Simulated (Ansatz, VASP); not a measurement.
# TiSiTe3: VASP beside Ansatz

```xyz
5
Lattice="4.5053 0.0000 0.0000 -2.2527 3.9017 0.0000 0.0000 0.0000 8.0828" Properties=species:S:1:pos:R:3 pbc="T T T"
Ti    0.0000    2.6012    0.0000
Si    0.0000    0.0000    4.0414
Te    2.2527    1.3006    2.3408
Te    2.2527    1.3006    5.7420
Te    0.0000    0.0000    0.0000
```

Change from the starting cell: species swapped into the GaFe3As type (P-6m2, No. 187).

Alike in both runs: task single point; functional PBE; k mesh 6 × 6 × 2; occupations gaussian, width 0.1 eV; collinear spin.

```csv
,VASP,Ansatz
version,VASP 6.6.1,Ansatz 0.2.0
potentials or method,"VASP PAW PBE potentials, release 64 (Ti_sv, Si, Te), cutoff 520 eV","scalar-relativistic, plane waves, PAW"
valence electrons in the cell,34,64
```

```csv
,VASP,Ansatz,Ansatz less VASP
gap on the k mesh at the Fermi level (eV),none,none,-
pressure (GPa),0.1,0.1,+0.01
"traceless stress, the component that is largest in VASP (GPa)",0.12,0.14,+0.018
rms of the force components (eV/Å),0.037,0.036,-0.0005
net moment per atom (μB),0.11,0.11,0.000
size of the moment on the site where the two differ most (μB),0.60,0.57,-0.031
```

Site moments also hang on the region over which each program counts them. Atom by atom the forces differ by 0.000 eV/Å (rms over components). A gap of «none» marks a metal or a gap that the smearing closes. VASP's potentials hold 34 valence electrons a cell and Ansatz's 64, so a difference there can come from the potentials and not from the codes.

The k mesh is coarse, so the values compare programs but aren't converged. Spin-orbit coupling is off throughout.
